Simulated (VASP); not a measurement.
# C (Cmme) in VASP: notebook

C is run at these levels: PBEsol; tasks: single point.

Program: VASP 6.6.1. These are calculated values, not measurements. Logs are shortened: lines on timing, memory, paths and dates and some standing lists are left out, and cuts for length are marked.

### Step 1. The cell of the first run

The typed cell holds 4 atoms: a = 2.355 Å, b = 2.355 Å, c = 6.918 Å, α = 90.00°, β = 90.00°, γ = 115.93°.

### Step 2. Single point, PBEsol

Input file INCAR:

```
SYSTEM = C
PREC     = Accurate       ! precision mode
ENCUT    = 520            ! plane-wave cutoff, eV
EDIFF    = 1E-6           ! SCF threshold, eV
ISMEAR   = 0              ! smearing method
SIGMA    = 0.15           ! smearing width, eV
LREAL    = .False.        ! projectors in reciprocal space
LASPH    = .True.         ! aspherical terms in the spheres
NELM     = 60             ! most SCF steps
ALGO     = Normal         ! electronic algorithm
ISIF     = 2              ! what is computed and relaxed
LWAVE    = .False.        ! write WAVECAR
LCHARG   = .True.         ! write CHGCAR
GGA      = PS             ! functional
LELF     = .True.         ! ELF
LVHAR    = .True.       
NBANDS   = 16             ! bands
```

Input file KPOINTS:

```
Automatic mesh
0
Gamma
  21 21 6
  0 0 0
```

Input file POSCAR:

```
C
1.0
    1.2491228616     -1.9964096674      0.0000000000
    1.2491228616      1.9964096674      0.0000000000
    0.0000000000      0.0000000000      6.9180648426
C
4
Direct
    0.0833216498      0.9166783502      0.7498439858
    0.5833216498      0.4166783502      0.2501560142
    0.9166783502      0.0833216498      0.2501560142
    0.4166783502      0.5833216498      0.7498439858
```

Potentials or basis: VASP PAW PBE potentials, release 64 (C).

Command:

```bash
cat potpaw_PBE.64/C/POTCAR > POTCAR
mpirun -np 1 vasp_std > vasp.out
```

OUTCAR:

```text
SYSTEM = C
   PREC = Accurate
   ENCUT = 520
   EDIFF = 1E-6
   ISMEAR = 0
   LREAL = .False.
   LASPH = .True.
   NELM = 60
   ISIF = 2
   GGA = PS

 ion  position               nearest neighbor table
   1  0.083  0.917  0.750-   4 1.33   4 1.42   4 1.42
   2  0.583  0.417  0.250-   3 1.33   3 1.42   3 1.42
   3  0.917  0.083  0.250-   2 1.33   2 1.42   2 1.42
   4  0.417  0.583  0.750-   1 1.33   1 1.42   1 1.42

  LATTYP: Found a base centered orthorhombic cell.
 ALAT       =     2.4982457232
 B/A-ratio  =     1.5982492425
 C/A-ratio  =     2.7691690927

  Lattice vectors:

 A1 = (   1.2491228616,  -1.9964096674,   0.0000000000)
 A2 = (   1.2491228616,   1.9964096674,   0.0000000000)
 A3 = (   0.0000000000,   0.0000000000,   6.9180648426)

Analysis of symmetry for initial positions (statically):
=====================================================================
 Subroutine PRICEL returns:
 Original cell was already a primitive cell.

 Routine SETGRP: Setting up the symmetry group for a
 base centered orthorhombic supercell.

 Subroutine GETGRP returns: Found  8 space group operations
 (whereof  4 operations were pure point group operations)
 out of a pool of  8 trial point group operations.

The static configuration has the point symmetry C_2h.
 The point group associated with its full space group is D_2h.

Analysis of symmetry for dynamics (positions and initial velocities):
=====================================================================
 Subroutine PRICEL returns:
 Original cell was already a primitive cell.

 Routine SETGRP: Setting up the symmetry group for a
 base centered orthorhombic supercell.

 Subroutine GETGRP returns: Found  8 space group operations
 (whereof  4 operations were pure point group operations)
 out of a pool of  8 trial point group operations.

The dynamic configuration has the point symmetry C_2h.
 The point group associated with its full space group is D_2h.

 Subroutine INISYM returns: Found  8 space group operations
 (whereof  4 operations are pure point group operations),
 and found     1 'primitive' translations

----------------------------------------------------------------------------------------

                                     Primitive cell

  volume of cell :      34.5040

  direct lattice vectors                    reciprocal lattice vectors
     1.249122862 -1.996409667  0.000000000     0.400280881 -0.250449599  0.000000000
     1.249122862  1.996409667  0.000000000     0.400280881  0.250449599  0.000000000
     0.000000000  0.000000000  6.918064843     0.000000000  0.000000000  0.144549093

  length of vectors
     2.354986090  2.354986090  6.918064843     0.472175588  0.472175588  0.144549093

  position of ions in fractional coordinates (direct lattice)
     0.083321650  0.916678350  0.749843986
     0.583321650  0.416678350  0.250156014
     0.916678350  0.083321650  0.250156014
     0.416678350  0.583321650  0.749843986

  ion indices of the primitive-cell ions
   primitive index   ion index
                 1           1
                 2           2
                 3           3
                 4           4

----------------------------------------------------------------------------------------

 KPOINTS: Automatic mesh

Automatic generation of k-mesh.
 Grid dimensions read from file:
 generate k-points for:   21   21    6

 Generating k-lattice:

  Cartesian coordinates                     Fractional coordinates (reciprocal lattice)
     0.019060994 -0.011926171  0.000000000     0.047619048  0.000000000  0.000000000
     0.019060994  0.011926171  0.000000000     0.000000000  0.047619048  0.000000000
     0.000000000  0.000000000  0.024091516     0.000000000  0.000000000  0.166666667

  Length of vectors
     0.022484552  0.022484552  0.024091516

  Shift w.r.t. Gamma in fractional coordinates (k-lattice)
     0.000000000  0.000000000  0.000000000

 Subroutine IBZKPT returns following result:
 ===========================================

 Found    484 irreducible k-points:

 Following reciprocal coordinates:
            Coordinates               Weight
  0.000000  0.000000  0.000000      1.000000
  0.047619  0.000000  0.000000      4.000000
  0.095238  0.000000  0.000000      4.000000
  0.142857  0.000000  0.000000      4.000000
  0.190476  0.000000  0.000000      4.000000
  0.238095 -0.000000  0.000000      4.000000
[... 16 lines left out ...]
 -0.428571  0.047619  0.000000      4.000000
 -0.380952  0.047619  0.000000      4.000000
 [... further k-points ...]
   k-points           NKPTS =    484   k-points in BZ     NKDIM =    484   number of bands    NBANDS=     16
   number of dos      NEDOS =    301   number of ions     NIONS =      4
   total plane-waves  NPLWV =  17496
   dimension x,y,z NGX =    18 NGY =   18 NGZ =   54
   dimension x,y,z NGXF=    36 NGYF=   36 NGZF=  108
   ions per type =               4
   NGX,Y,Z   is equivalent  to a cutoff of  12.71, 12.71, 12.98 a.u.
[... 63 lines left out ...]
 cond. band min:       4.8924959857   @ k =   0.3333   0.3333   0.0000
 fundamental gap:      0.0855144485
 Fermi energy:         4.8874652435

 k-point     1 :       0.0000    0.0000    0.0000
  band No.  band energies     occupation
      1     -15.4275      2.00000
      2     -15.1945      2.00000
      3      -4.1735      2.00000
      4      -2.5049      2.00000
      5       1.7867      2.00000
      6       1.8128      2.00000
[... 8 lines left out ...]
     15      17.1536      0.00000
     16      17.3596      0.00000

 k-point     2 :       0.0476    0.0000    0.0000
  band No.  band energies     occupation
      1     -15.3731      2.00000
      2     -15.1409      2.00000
      3      -4.1062      2.00000
      4      -2.4413      2.00000
      5       1.5705      2.00000
      6       1.5972      2.00000
[... 8 lines left out ...]
     15      16.9261      0.00000
     16      17.1594      0.00000

 k-point     3 :       0.0952    0.0000    0.0000
  band No.  band energies     occupation
      1     -15.2099      2.00000
      2     -14.9802      2.00000
      3      -3.9049      2.00000
      4      -2.2510      2.00000
      5       0.8899      2.00000
      6       0.9215      2.00000
[... 8 lines left out ...]
     15      16.2704      0.00000
     16      16.5892      0.00000

 k-point     4 :       0.1429    0.0000    0.0000
  band No.  band energies     occupation
      1     -14.9387      2.00000
      2     -14.7131      2.00000
      3      -3.5710      2.00000
      4      -1.9364      2.00000
      5      -0.1254      2.00000
      6      -0.0821      2.00000
[... 8 lines left out ...]
     15      15.7054      0.00000
     16      15.7619      0.00000

 k-point     5 :       0.1905    0.0000    0.0000
  band No.  band energies     occupation
      1     -14.5604      2.00000
      2     -14.3404      2.00000
      3      -3.1071      2.00000
      4      -1.5015      2.00000
      5      -1.3312      2.00000
      6      -1.2739      2.00000
[... 8 lines left out ...]
     15      16.7115      0.00000
     16      16.8223      0.00000

 k-point     6 :       0.2381   -0.0000    0.0000
  band No.  band energies     occupation
      1     -14.0764      2.00000
      2     -13.8637      2.00000
      3      -2.6298      2.00000
      4      -2.5579      2.00000
      5      -2.5179      2.00000
      6      -0.9537      2.00000
[... 8 lines left out ...]
     15      17.9345      0.00000
     16      18.1188      0.00000
[... 267 lines left out ...]
 k-point    21 :       0.4762    0.0476    0.0000
  band No.  band energies     occupation
      1     -10.0630      2.00000
      2     -10.0440      2.00000
      3      -8.8079      2.00000
      4      -8.7894      2.00000
      5      -1.4365      2.00000
      6      -1.4167      2.00000
[... 8 lines left out ...]
     15      19.2952      0.00000
     16      19.4172      0.00000

 k-point    22 :      -0.4762    0.0476    0.0000
  band No.  band energies     occupation
      1     -10.6331      2.00000
      2     -10.4909      2.00000
      3      -8.2810      2.00000
      4      -8.1653      2.00000
      5      -1.3564      2.00000
      6      -1.3380      2.00000
[... 8 lines left out ...]
     15      18.6558      0.00000
     16      20.2049      0.00000

 k-point    23 :      -0.4286    0.0476    0.0000
  band No.  band energies     occupation
      1     -11.5048      2.00000
      2     -11.3335      2.00000
      3      -7.1933      2.00000
      4      -7.0754      2.00000
      5      -1.1757      2.00000
      6      -1.1589      2.00000
[... 8 lines left out ...]
     15      17.9925      0.00000
     16      21.0161      0.00000

 k-point    24 :      -0.3810    0.0476    0.0000
  band No.  band energies     occupation
      1     -12.3304      2.00000
      2     -12.1443      2.00000
      3      -5.9797      2.00000
      4      -5.8734      2.00000
      5      -0.8998      2.00000
      6      -0.8847      2.00000
[... 8 lines left out ...]
     15      18.6981      0.00000
     16      20.4137      0.00000

 [... further k-points ...]
[... 5 lines left out ...]
  --------------------------------------------------------------------------------------
  -------------------------------------------------------------------------------------
  Total       -0.8782054     16.7255704      0.1208170      0.0000000     -0.0000000      0.0000000
  in kB      -40.7790636    776.6441512      5.6100838      0.0000000     -0.0000000      0.0000000
  external PRESSURE =     247.1583905 kB  Pullay stress =       0.0000000 kB

 VOLUME and BASIS-vectors are now :
 -----------------------------------------------------------------------------
  energy-cutoff  :      520.00
  volume of cell :       34.50
      direct lattice vectors                 reciprocal lattice vectors
     1.249122862 -1.996409667  0.000000000     0.400280881 -0.250449599  0.000000000
     1.249122862  1.996409667  0.000000000     0.400280881  0.250449599  0.000000000
     0.000000000  0.000000000  6.918064843     0.000000000  0.000000000  0.144549093

 POSITION                                       TOTAL-FORCE (eV/Angst)
 -----------------------------------------------------------------------------------
      1.24912      1.66372      5.18747         0.000000      1.804172      0.000369
      1.24912     -0.33269      1.73060         0.000000      1.804172     -0.000369
      1.24912     -1.66372      1.73060         0.000000     -1.804172     -0.000369
      1.24912      0.33269      5.18747         0.000000     -1.804172      0.000369
 -----------------------------------------------------------------------------------
    total drift:                                0.000000     -0.000000     -0.000000

  FREE ENERGIE OF THE ION-ELECTRON SYSTEM (eV)
  ---------------------------------------------------
  free  energy   TOTEN  =       -38.0409270288 eV

  energy  without entropy=      -38.0405842557  energy(sigma->0) =      -38.04075564
```

It took 4.7 min on 1 thread of AMD EPYC 7R13, shared host; peak memory 0.26 GiB.

Results:

- Free energy: -38.0409 eV
- Pressure: 24.7 GPa
- Largest force: 1.804 eV/Å
- Band gap on the k mesh: zero (filled and empty bands touch)

Forces in eV/Å, atoms in the order of the input:
```
C    0.000  1.804  0.000
C    0.000  1.804  0.000
C    0.000 -1.804  0.000
C    0.000 -1.804  0.000
```

Caveat: the PAW data sets were made with another functional, which shifts forces and pressure a little; this functional lacks dispersion, which binds the layers, so the pressure and a relaxed spacing across them are unreliable.

### Step 3. Single point, PBEsol

This run uses another cell than the first one, of the same volume but with other edges.

Input file INCAR:

```
ALGO = Normal
EDIFF = 1E-6
ENCUT = 520
GGA = PS
ISIF = 2
ISMEAR = 0
LASPH = T
LCHARG = T
LELF = T
LREAL = F
LVHAR = T
LWAVE = F
NBANDS = 16
NELM = 100
PREC = Accurate
SIGMA = 0.15
```

Input file KPOINTS:

```
k-points
0
Gamma
  21 21 6
```

Input file POSCAR:

```
C
1.0
    1.1840931803     -2.0504977769      0.0000000000
    1.1840931803      2.0504977769      0.0000000000
    0.0000000000      0.0000000000      7.1054938332
C
4
Direct
    0.0833216498      0.9166783502      0.7498439858
    0.5833216498      0.4166783502      0.2501560142
    0.9166783502      0.0833216498      0.2501560142
    0.4166783502      0.5833216498      0.7498439858
```

Potentials or basis: VASP PAW PBE potentials, release 64 (C).

Command:

```bash
cat potpaw_PBE.64/C/POTCAR > POTCAR
mpirun -np 1 vasp_std > vasp.out
```

It took 4.7 min on 1 thread of AMD EPYC 7R13, shared host; peak memory 0.26 GiB.

Results (log left out):

```yaml
Free_energy: -38.1418 eV
Pressure: 36.0 GPa
Band_gap_on_the_k_mesh: zero (filled and empty bands touch)
```

Stress tensor (GPa, compression positive):
```
53.84  0.00  0.00
 0.00 53.80  0.00
 0.00  0.00  0.22
```

Levels at points of the mesh, in eV from the Fermi level:
```tsv
k point	band 4	band 5	band 6	band 7	band 8	band 9	band 10	band 11	band 12	band 13
(0.00, 0.00, 0.00)	-7.75	-2.92	-2.91	-2.91	-2.91	3.19	8.65	9.11	9.13	9.15
(0.00, 0.00, 0.50)	-8.51	-2.91	-2.91	-2.91	-2.91	5.40	5.41	9.14	9.14	9.14
```

Caveat: the PAW data sets were made with another functional, which shifts forces and pressure a little; this functional lacks dispersion, which binds the layers, so the pressure and a relaxed spacing across them are unreliable.

### Step 4. Single point, PBEsol

Input file INCAR:

```
SYSTEM = C
  ALGO = Normal
  EDIFF = 1E-6
  ENCUT = 520
  GGA = PS
  ISIF = 2
  ISMEAR = 0
  LASPH = .TRUE.
  LCHARG = .TRUE.
  LELF = .TRUE.
  LREAL = .FALSE.
  LVHAR = .TRUE.
  LWAVE = .FALSE.
  NBANDS = 16
  NELM = 80
  PREC = Accurate
  SIGMA = 0.15
```

Input file KPOINTS:

```
k-points
0
G
  21 21 6
  0 0 0
```

Input file POSCAR:

```
C
1.0
    1.2270438264     -2.0142909678      0.0000000000
    1.2270438264      2.0142909678      0.0000000000
    0.0000000000      0.0000000000      6.9800280747
C
4
Direct
    0.0833216498      0.9166783502      0.7498439858
    0.5833216498      0.4166783502      0.2501560142
    0.9166783502      0.0833216498      0.2501560142
    0.4166783502      0.5833216498      0.7498439858
```

Command:

```bash
cat potpaw_PBE.64/C/POTCAR > POTCAR
mpirun -np 1 vasp_std > vasp.out
```

Run time: 4.4 min. Hardware: 1 thread of AMD EPYC 7R13, shared host; peak memory 0.26 GiB.

Results (log left out):

| Property | Result |
| --- | --- |
| Free energy | -38.1636 eV |
| Pressure | 28.0 GPa |
| Largest force | 1.215 eV/Å |

Forces in eV/Å, atoms in the order of the input:
```
C    0.000  1.215  0.000
C    0.000  1.215  0.000
C    0.000 -1.215  0.000
C    0.000 -1.215  0.000
```

Stress tensor (GPa, compression positive):
```
14.22  0.00  0.00
 0.00 69.22  0.00
 0.00  0.00  0.45
```

Levels at points of the mesh, in eV from the Fermi level:
```csv
k point,band 4,band 5,band 6,band 7,band 8,band 9,band 10,band 11,band 12,band 13
"(0.00, 0.00, 0.00)",-7.40,-2.96,-2.93,-2.77,-2.76,3.47,8.34,8.41,9.18,9.43
"(0.00, 0.00, 0.50)",-8.25,-2.94,-2.94,-2.76,-2.76,5.81,5.82,8.37,8.38,9.45
```

Caveat: the PAW data sets were made with another functional, which shifts forces and pressure a little; this functional lacks dispersion, which binds the layers, so the pressure and a relaxed spacing across them are unreliable.

### Step 5. Single point, PBEsol

This run uses another cell than the first one, of 9.14 Å³/atom, 1.060 times its volume.

Input file INCAR:

```
SYSTEM = C
ALGO     = Normal         ! electronic algorithm
EDIFF    = 1E-6           ! SCF threshold, eV
ENCUT    = 520            ! plane-wave cutoff, eV
GGA      = PS             ! functional
ISIF     = 2              ! what is computed and relaxed
ISMEAR   = 0              ! smearing method
LASPH    = .True.         ! aspherical terms in the spheres
LCHARG   = .False.        ! write CHGCAR
LREAL    = .False.        ! projectors in reciprocal space
LWAVE    = .False.        ! write WAVECAR
NBANDS   = 16             ! bands
NELM     = 80             ! most SCF steps
PREC     = Accurate       ! precision mode
SIGMA    = 0.15           ! smearing width, eV
```

Input file KPOINTS:

```
k-points
0
Gamma
  21 21 6
  0 0 0
```

Input file POSCAR:

```
C
1.0
    1.2509928469     -2.0536052080      0.0000000000
    1.2509928469      2.0536052080      0.0000000000
    0.0000000000      0.0000000000      7.1162618684
C
4
Direct
    0.0833216498      0.9166783502      0.7498439858
    0.5833216498      0.4166783502      0.2501560142
    0.9166783502      0.0833216498      0.2501560142
    0.4166783502      0.5833216498      0.7498439858
```

Command:

```bash
cat potpaw_PBE.64/C/POTCAR > POTCAR
mpirun -np 1 vasp_std > vasp.out
```

Wall time 4.3 min (1 thread of AMD EPYC 7R13, shared host); peak memory 0.27 GiB.

The run converged. Its results:

| Item | Value |
| --- | --- |
| Free energy | -38.3994 eV |
| Pressure | 9.3 GPa |
| Largest force | 0.905 eV/Å |

Forces in eV/Å, atoms in the order of the input:
```
C    0.000  0.905  0.000
C    0.000  0.905  0.000
C    0.000 -0.905  0.000
C    0.000 -0.905  0.000
```

Stress tensor (GPa, compression positive):
```
-10.55   0.00   0.00
  0.00  38.09   0.00
  0.00   0.00   0.22
```

Levels at points of the mesh, in eV from the Fermi level:
| k point | band 4 | band 5 | band 6 | band 7 | band 8 | band 9 | band 10 | band 11 | band 12 | band 13 |
| --- | --- | --- | --- | --- | --- | --- | --- | --- | --- | --- |
| (0.00, 0.00, 0.00) | -7.06 | -2.99 | -2.97 | -2.82 | -2.82 | 3.58 | 7.97 | 8.03 | 8.95 | 8.98 |
| (0.00, 0.00, 0.50) | -7.85 | -2.98 | -2.98 | -2.82 | -2.82 | 5.79 | 5.80 | 8.00 | 8.00 | 8.96 |

Caveat: the PAW data sets were made with another functional, which shifts forces and pressure a little; this functional lacks dispersion, which binds the layers, so the pressure and a relaxed spacing across them are unreliable.

### Step 6. Summary

```tsv
cell	gap on the mesh (eV)	pressure (GPa)	largest force (eV/Å)
a = 2.355, b = 2.355, c = 6.918 Å, angles 90.0, 90.0, 115.9°, 4 atoms	none	24.7	1.80
a = 2.368, b = 2.368, c = 7.105 Å, angles 90.0, 90.0, 120.0°, 4 atoms	none	36.0	-
a = 2.359, b = 2.359, c = 6.980 Å, angles 90.0, 90.0, 117.3°, 4 atoms	-	28.0	1.22
a = 2.405, b = 2.405, c = 7.116 Å, angles 90.0, 90.0, 117.3°, 4 atoms	-	9.3	0.90
```

Alike in all rows: task single point; level PBEsol; potentials or basis VASP PAW PBE potentials, release 64 (C); no spin polarisation; k mesh 21 × 21 × 6; cutoff (eV) 520; smearing gaussian 0.15 eV.

Caveats: the PAW data sets were made with another functional, which shifts forces and pressure a little; this functional lacks dispersion, which binds the layers, so the pressure and a relaxed spacing across them are unreliable.

Absolute energies hang on the potentials; compare differences alone.
